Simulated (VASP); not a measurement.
# MgS (Fm-3m) in VASP: a series of runs, part 2 of 2

VASP 6.6.1.

**5. Single point, PBE**

This run uses another cell than the first one, of 17.61 Å³/atom, 1.069 times its volume.

File INCAR:

```
  ALGO = Normal
  EDIFF = 1E-6
  ENCUT = 600
  GGA = PE
  GGA_COMPAT = F
  ISIF = 2
  ISMEAR = 0
  LASPH = T
  LCHARG = F
  LREAL = F
  LWAVE = F
  NBANDS = 11
  NELM = 120
  PREC = Accurate
  SIGMA = 0.05
```

File KPOINTS:

```
k-points
0
Gamma
  8 8 8
```

File POSCAR:

```
MgS
1.0
    0.0000000000      2.6016508254      2.6016508254
    2.6016508254      0.0000000000      2.6016508254
    2.6016508254      2.6016508254      0.0000000000
Mg S
1 1
Direct
    0.0000000000      0.0000000000      0.0000000000
    0.5000000000      0.5000000000      0.5000000000
```

The run is started by

```
$ cat potpaw_PBE.64/Mg/POTCAR potpaw_PBE.64/S/POTCAR > POTCAR
$ mpirun -np 1 vasp_std > vasp.out
```

Run time: 31 s. Hardware: 1 thread of Intel Xeon 8259CL, shared host; peak memory 0.17 GiB.

It converged, with:

* Free energy: -8.5022 eV
* Pressure: 0.9 GPa
* Band gap on the k mesh: 2.78 eV, indirect (least direct gap 3.71 eV)

Levels at points of the mesh, in eV from the valence-band top:
| k point | band 1 | band 2 | band 3 | band 4 | band 5 | band 6 | band 7 | band 8 | band 9 |
| --- | --- | --- | --- | --- | --- | --- | --- | --- | --- |
| (0.00, 0.00, 0.00) | -12.67 | 0.00 | 0.00 | 0.00 | 3.71 | 7.95 | 7.95 | 7.95 | 10.35 |
| (0.50, 0.00, 0.00) | -11.36 | -4.83 | -0.59 | -0.59 | 4.55 | 6.91 | 6.91 | 10.11 | 12.15 |
| (0.50, 0.50, 0.00) | -10.99 | -4.19 | -1.68 | -1.68 | 2.78 | 4.40 | 12.00 | 12.82 | 13.37 |

A k mesh can miss the band edges. As with any semilocal functional, this PBE gap is likely too small.

**6. Single point, PBE+D4**

This run uses another cell than the first one, of 17.44 Å³/atom, 1.059 times its volume.

File INCAR:

```
SYSTEM = MgS
PREC = Accurate ; ENCUT = 600
EDIFF = 1E-6 ; ISMEAR = 0
SIGMA = 0.05 ; LREAL = .FALSE.
LASPH = .TRUE. ; NELM = 120
ALGO = Normal ; ISIF = 2
LWAVE = .FALSE. ; LCHARG = .FALSE.
GGA = PE ; IVDW = 13
NBANDS = 11 ; GGA_COMPAT = .FALSE.
```

File KPOINTS:

```
Automatic mesh
0
G
  8 8 8
  0 0 0
```

File POSCAR:

```
MgS
1.0
    0.0000000000      2.5934125920      2.5934125920
    2.5934125920      0.0000000000      2.5934125920
    2.5934125920      2.5934125920      0.0000000000
Mg S
1 1
Direct
    0.0000000000      0.0000000000      0.0000000000
    0.5000000000      0.5000000000      0.5000000000
```

Potentials or basis: VASP PAW PBE potentials, release 64 (Mg, S).

The run is started by

```
$ cat potpaw_PBE.64/Mg/POTCAR potpaw_PBE.64/S/POTCAR > POTCAR
$ mpirun -np 1 vasp_std > vasp.out
```

OUTCAR:

```text
SYSTEM = MgS
   PREC = Accurate
   ENCUT = 600
   EDIFF = 1E-6
   ISMEAR = 0
   LREAL = .FALSE.
   LASPH = .TRUE.
   NELM = 120
   ISIF = 2
   GGA = PE
   IVDW = 13

 ion  position               nearest neighbor table
   1  0.000  0.000  0.000-   2 2.59   2 2.59   2 2.59   2 2.59   2 2.59   2 2.59
   2  0.500  0.500  0.500-   1 2.59   1 2.59   1 2.59   1 2.59   1 2.59   1 2.59

  LATTYP: Found a face centered cubic cell.
 ALAT       =     5.1868251840

  Lattice vectors:

 A1 = (   0.0000000000,   2.5934125920,   2.5934125920)
 A2 = (   2.5934125920,   0.0000000000,   2.5934125920)
 A3 = (   2.5934125920,   2.5934125920,   0.0000000000)

Analysis of symmetry for initial positions (statically):
=====================================================================
 Subroutine PRICEL returns:
 Original cell was already a primitive cell.

 Routine SETGRP: Setting up the symmetry group for a
 face centered cubic supercell.

 Subroutine GETGRP returns: Found 48 space group operations
 (whereof 48 operations were pure point group operations)
 out of a pool of 48 trial point group operations.

The static configuration has the point symmetry O_h .

Analysis of symmetry for dynamics (positions and initial velocities):
=====================================================================
 Subroutine PRICEL returns:
 Original cell was already a primitive cell.

 Routine SETGRP: Setting up the symmetry group for a
 face centered cubic supercell.

 Subroutine GETGRP returns: Found 48 space group operations
 (whereof 48 operations were pure point group operations)
 out of a pool of 48 trial point group operations.

The dynamic configuration has the point symmetry O_h .

 Subroutine INISYM returns: Found 48 space group operations
 (whereof 48 operations are pure point group operations),
 and found     1 'primitive' translations

----------------------------------------------------------------------------------------

                                     Primitive cell

  volume of cell :      34.8855

  direct lattice vectors                    reciprocal lattice vectors
     0.000000000  2.593412592  2.593412592    -0.192796164  0.192796164  0.192796164
     2.593412592  0.000000000  2.593412592     0.192796164 -0.192796164  0.192796164
     2.593412592  2.593412592  0.000000000     0.192796164  0.192796164 -0.192796164

  length of vectors
     3.667639260  3.667639260  3.667639260     0.333932752  0.333932752  0.333932752

  position of ions in fractional coordinates (direct lattice)
     0.000000000  0.000000000  0.000000000
     0.500000000  0.500000000  0.500000000

  ion indices of the primitive-cell ions
   primitive index   ion index
                 1           1
                 2           2

----------------------------------------------------------------------------------------

 KPOINTS: Automatic mesh

Automatic generation of k-mesh.
 Grid dimensions read from file:
 generate k-points for:    8    8    8

 Generating k-lattice:

  Cartesian coordinates                     Fractional coordinates (reciprocal lattice)
    -0.024099521  0.024099521  0.024099521     0.125000000  0.000000000  0.000000000
     0.024099521 -0.024099521  0.024099521     0.000000000  0.125000000  0.000000000
     0.024099521  0.024099521 -0.024099521     0.000000000  0.000000000  0.125000000

  Length of vectors
[... 38 lines left out ...]
   number of dos      NEDOS =    301   number of ions     NIONS =      2
   total plane-waves  NPLWV =  27000
   dimension x,y,z NGX =    30 NGY =   30 NGZ =   30
   dimension x,y,z NGXF=    60 NGYF=   60 NGZF=   60
   ions per type =               1   1
   NGX,Y,Z   is equivalent  to a cutoff of  13.60, 13.60, 13.60 a.u.
   NGXF,Y,Z  is equivalent  to a cutoff of  27.20, 27.20, 27.20 a.u.
 SYSTEM =  MgS
   PREC   = accura    normal or accurate (medium, high low for compatibility)
   ISTART =      0    job   : 0-new  1-cont  2-samecut
   ICHARG =      2    charge: 1-file 2-atom 10-const
   ISPIN  =      1    spin polarized calculation?
   LNONCOLLINEAR =      F non collinear calculations
   LSORBIT =      F    spin-orbit coupling
   LASPH  =      T    aspherical Exc in radial PAW
   ENCUT  =  600.0 eV  44.10 Ry    6.64 a.u.   7.33  7.33  7.33*2*pi/ulx,y,z
   NELM   =    120;   NELMIN=  2; NELMDL= -5     # of ELM steps
   EDIFF  = 0.1E-05   stopping-criterion for ELM
   LREAL  =      F    real-space projection
   EDIFFG = 0.1E-04   stopping-criterion for IOM
   NSW    =      0    number of steps for IOM
   IBRION =     -1    ionic relax: 0-MD 1-quasi-New 2-CG
   NFREE  =      0    steps in history (QN), initial steepest desc. (CG)
   ISIF   =      2    stress and relaxation
   ISYM   =      2    0-nonsym 1-usesym 2-fastsym
   POTIM  = 0.5000    time-step for ionic-motion
   TEBEG  =    0.0;   TEEND  =   0.0 temperature during run
   PSTRESS=    0.0 pullay stress
   NELECT =       8.0000    total number of electrons
   NUPDOWN=      -1.0000    fix difference up-down
   EMIN   =  10.00;   EMAX   =-10.00  energy-range for DOS
   EFERMI =   0.00;   METHOD = LEGACY
   ISMEAR =     0;   SIGMA  =   0.05  broadening in eV -4-tet -1-fermi 0-gaus
   EFERMI_NEDOS =   21; number of points for ismear=-14 and -15
   IALGO  =     38    algorithm
   IMIX   =      4    mixing-type and parameters
     AMIX     =   0.40;   BMIX     =  1.00
     AMIX_MAG =   1.60;   BMIX_MAG =  1.00
  volume/ion in A,a.u.               =      17.44       117.71
  Fermi-wavevector in a.u.,A,eV,Ry     =   1.002051  1.893602 13.661698  1.004106
  Thomas-Fermi vector in A             =   2.134513
   LORBIT       =      0    0 simple, 1 ext, 2 COOP (PROOUT), +10 PAW based schemes
   GGA     = PE    functional components
   LHFCALC =     F    Hartree Fock is set to
   AEXX    =    0.0000 exact exchange contribution
   IVDW    =    13    specifies the selected vdW correction
   LEPSILON=     F    determine dielectric tensor
   LRPA    =     F    only Hartree local field effects (RPA)
 non-spin polarized calculation
 Gauss-broadening in eV      SIGMA  =   0.05
  energy-cutoff  :      600.00
  volume of cell :       34.89
 maximum number of plane-waves:      1211
 NGX is ok and might be reduce to    30
   NGX = 15   NGY = 15   NGZ = 15

 number of electron       7.9999999 magnetization

 Free energy of the ion-electron system (eV)
  ---------------------------------------------------
  ext. energy  EPLUGINS =         0.00000000
  ---------------------------------------------------
  free energy    TOTEN  =        -8.49959085 eV

  energy without entropy =       -8.49959085  energy(sigma->0) =       -8.49959085

 E-fermi :   4.0924     XC(G=0):  -9.7276

 val. band max:        3.8102567335   @ k =   0.0000   0.0000   0.0000
 cond. band min:       6.6063863944   @ k =   0.5000   0.5000   0.0000
 fundamental gap:      2.7961296609
 Fermi energy:         4.0923968210

 k-point     1 :       0.0000    0.0000    0.0000
  band No.  band energies     occupation
      1      -8.9108      2.00000
      2       3.8103      2.00000
      3       3.8103      2.00000
      4       3.8103      2.00000
      5       7.5962      0.00000
      6      11.7586      0.00000
      7      11.7586      0.00000
      8      11.7586      0.00000
      9      14.1702      0.00000
     10      14.1702      0.00000
     11      16.3712      0.00000
[... 309 lines left out ...]
 k-point    24 :      -0.3750    0.2500    0.1250
  band No.  band energies     occupation
      1      -7.3815      2.00000
      2      -0.5389      2.00000
      3       1.6474      2.00000
      4       2.6447      2.00000
      5       9.4049      0.00000
      6       9.9405      0.00000
      7      12.2586      0.00000
      8      13.2778      0.00000
      9      16.1186      0.00000
     10      17.1915      0.00000
     11      19.4381      0.00000

 [... further k-points ...]

------------------------ aborting loop because EDIFF is reached ----------------------------------------

  DFT-D4 for vdW energy calculation

  Edisp (eV):   -0.58509

  FORCE on cell =-STRESS in cart. coord.  units (eV):
  Direction    XX          YY          ZZ          XY          YZ          ZX
  --------------------------------------------------------------------------------------
  -------------------------------------------------------------------------------------
  Total      -0.21416    -0.21416    -0.21416     0.00000    -0.00000     0.00000
  in kB      -9.83568    -9.83568    -9.83568     0.00000    -0.00000     0.00000
  external pressure =       -9.84 kB  Pullay stress =        0.00 kB

 VOLUME and BASIS-vectors are now :
 -----------------------------------------------------------------------------
  energy-cutoff  :      600.00
  volume of cell :       34.89
      direct lattice vectors                 reciprocal lattice vectors
     0.000000000  2.593412592  2.593412592    -0.192796164  0.192796164  0.192796164
     2.593412592  0.000000000  2.593412592     0.192796164 -0.192796164  0.192796164
     2.593412592  2.593412592  0.000000000     0.192796164  0.192796164 -0.192796164

 POSITION                                       TOTAL-FORCE (eV/Angst)
 -----------------------------------------------------------------------------------
      0.00000      0.00000      0.00000         0.000000     -0.000000      0.000000
      2.59341      2.59341      2.59341        -0.000000      0.000000     -0.000000
 -----------------------------------------------------------------------------------
    total drift:                               -0.000000     -0.000000      0.000000

  FREE ENERGIE OF THE ION-ELECTRON SYSTEM (eV)
  ---------------------------------------------------
  free  energy   TOTEN  =        -9.0846814902 eV

  energy  without entropy=       -9.0846814902  energy(sigma->0) =       -9.08468149
```

OSZICAR:

```text
N       E                     dE             d eps       ncg     rms          rms(c)
DAV:   1     0.256002649135E+02    0.25600E+02   -0.40317E+03   654   0.682E+02
DAV:   2    -0.727443104396E+01   -0.32875E+02   -0.31799E+02   817   0.109E+02
DAV:   3    -0.889225545071E+01   -0.16178E+01   -0.16136E+01   804   0.249E+01
DAV:   4    -0.890144498315E+01   -0.91895E-02   -0.91885E-02   752   0.216E+00
DAV:   5    -0.890151888285E+01   -0.73900E-04   -0.73899E-04   786   0.201E-01    0.445E+00
DAV:   6    -0.853963108002E+01    0.36189E+00   -0.77438E-01   722   0.349E+00    0.348E+00
DAV:   7    -0.849970402625E+01    0.39927E-01   -0.21951E-01   755   0.204E+00    0.229E+00
DAV:   8    -0.849987173087E+01   -0.16770E-03   -0.14882E-02   710   0.738E-01    0.101E+00
DAV:   9    -0.849957921986E+01    0.29251E-03   -0.80104E-04   731   0.164E-01    0.355E-01
DAV:  10    -0.849959445194E+01   -0.15232E-04   -0.23774E-04   764   0.710E-02    0.457E-02
DAV:  11    -0.849959096642E+01    0.34855E-05   -0.21910E-05   749   0.207E-02    0.201E-02
DAV:  12    -0.849959085387E+01    0.11255E-06   -0.72211E-07   477   0.535E-03
   1 F= -.90846815E+01 E0= -.90846815E+01  d E =-.245343E-17
```

stdout:

```text
POSCAR found type information on POSCAR MgS
 POSCAR found :  2 types and       2 ions
 scaLAPACK will be used
 LDA part: xc-table for (Slater+PW92), standard interpolation
 POSCAR, INCAR and KPOINTS ok, starting setup
 FFT: planning ... GRIDC
 FFT: planning ... GRID_SOFT
 FFT: planning ... GRID
 WAVECAR not read
 entering main loop
```

It took 30 s on 1 thread of Intel Xeon 8259CL, shared host; peak memory 0.17 GiB.

What came out:

```yaml
Free_energy: -9.0847 eV
Pressure: -1.0 GPa
Band_gap_on_the_k_mesh: 2.80 eV, indirect (least direct gap 3.79 eV)
Dispersion_energy_per_atom: -0.293 eV
```

Levels at points of the mesh, in eV from the valence-band top:
```csv
k point,band 1,band 2,band 3,band 4,band 5,band 6,band 7,band 8,band 9
"(0.00, 0.00, 0.00)",-12.72,0.00,0.00,0.00,3.79,7.95,7.95,7.95,10.36
"(0.50, 0.00, 0.00)",-11.39,-4.88,-0.60,-0.60,4.56,6.92,6.92,10.22,12.21
"(0.50, 0.50, 0.00)",-11.01,-4.24,-1.70,-1.70,2.80,4.37,12.10,12.85,13.47
```

**7. Summary**

| level | cell | gap on the mesh (eV) | pressure (GPa) |
| --- | --- | --- | --- |
| BLYP+D3(BJ) | a = 3.599 Å, angles 60.0°, 2 atoms | 2.99 | 1.5 |
| BLYP+D3(BJ) | a = 3.647 Å, angles 60.0°, 2 atoms | 2.90 | -1.8 |
| BLYP+D3(BJ) | a = 3.574 Å, angles 60.0°, 2 atoms | 3.04 | 3.5 |
| PBE | a = 3.679 Å, angles 60.0°, 2 atoms | 2.78 | 0.9 |
| PBE+D4 | a = 3.668 Å, angles 60.0°, 2 atoms | 2.80 | -1.0 |

Alike in all rows: task single point; potentials or basis VASP PAW PBE potentials, release 64 (Mg, S); no spin polarisation; k mesh 8 × 8 × 8; cutoff (eV) 600; smearing gaussian 0.05 eV.

Caveats: the PAW data sets were made with another functional, which shifts forces and pressure a little (some runs).

Total energies depend on the potentials used, so only differences within one code and one set of settings carry meaning.
